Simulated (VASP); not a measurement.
MgO, 12 atoms in the cell. Symmetry: C2/m, No. 12, monoclinic system. Conventional cell: a = 5.979 Å, b = 3.452 Å, c = 12.700 Å, α = 90.00°, β = 102.08°, γ = 90.00°. Within 2.6 Å of Mg (site symmetry m) lie 4 O at 1.99 to 2.07 Å and 1 Mg at 2.46 Å. Mg (site symmetry m) has 5 O at 1.99 to 2.07 Å within 2.6 Å. Mg (site symmetry m) has 5 O at 1.99 to 2.07 Å within 2.6 Å. Within 2.6 Å of O (site symmetry m) lie 4 Mg at 1.99 to 2.07 Å and 1 O at 2.17 Å. O (site symmetry m) has 5 Mg at 1.99 to 2.07 Å within 2.6 Å. O (site symmetry m) has 5 Mg at 1.99 to 2.07 Å within 2.6 Å. 

```yaml
Program: VASP 6.6.1
Task: single point
Functional: LDA
Potentials_or_basis: VASP PAW LDA potentials, release 64 (Mg, O)
Cutoff: 520 eV
k_mesh: 8 × 8 × 2
Occupations: gaussian, width 0.05 eV
Spin: no spin polarisation
Dipole_correction: no
Further_INCAR_settings: ALGO = Normal; EDIFF = 1e-06; NBANDS = 36; ISYM = 0
```

Potentials or basis: VASP PAW LDA potentials, release 64 (Mg, O).

Command:

```bash
$ cat potpaw_LDA.64/Mg/POTCAR potpaw_LDA.64/O/POTCAR > POTCAR
$ mpirun -np 1 vasp_std > vasp.out
```

Hardware: 1 thread of Intel(R) Xeon(R) 6975P-C (Granite Rapids) (shared host).

Task: Estimate the wall time of this run.

Result: It took 4.5 min on 1 thread of Intel(R) Xeon(R) 6975P-C (Granite Rapids) (shared host), peak memory 0.35 GiB. Counts: scf iterations 15, k points 68.
